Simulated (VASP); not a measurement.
Here is a VASP 6.6.1 calculation.

File INCAR:

```
  ALGO = Normal
  EDIFF = 1E-6
  ENCUT = 520
  GGA = PE
  ISIF = 2
  ISMEAR = 0
  LASPH = T
  LCHARG = F
  LREAL = F
  LWAVE = F
  NBANDS = 15
  NELM = 60
  PREC = Accurate
  SIGMA = 0.01
```

File KPOINTS:

```
k-points
0
Gamma
  4 4 4
```

Contents of POSCAR:

```
KBr
1.0
    0.0000000000      3.3000000000      3.3000000000
    3.3000000000      0.0000000000      3.3000000000
    3.3000000000      3.3000000000      0.0000000000
Br K
1 1
Direct
    0.5000000000      0.5000000000      0.5000000000
    0.0000000000      0.0000000000      0.0000000000
```

Potentials or basis: VASP PAW PBE potentials, release 64 (Br, K_sv).

Launch:

```bash
$ cat potpaw_PBE.64/Br/POTCAR potpaw_PBE.64/K_sv/POTCAR > POTCAR
$ mpirun -np 1 vasp_std > vasp.out
```

**Question.** What does it give for the band gap on the k mesh?

**Answer.** 4.43 eV, direct.

**Question.** Estimate the pressure.

**Answer.** 0.8 GPa.
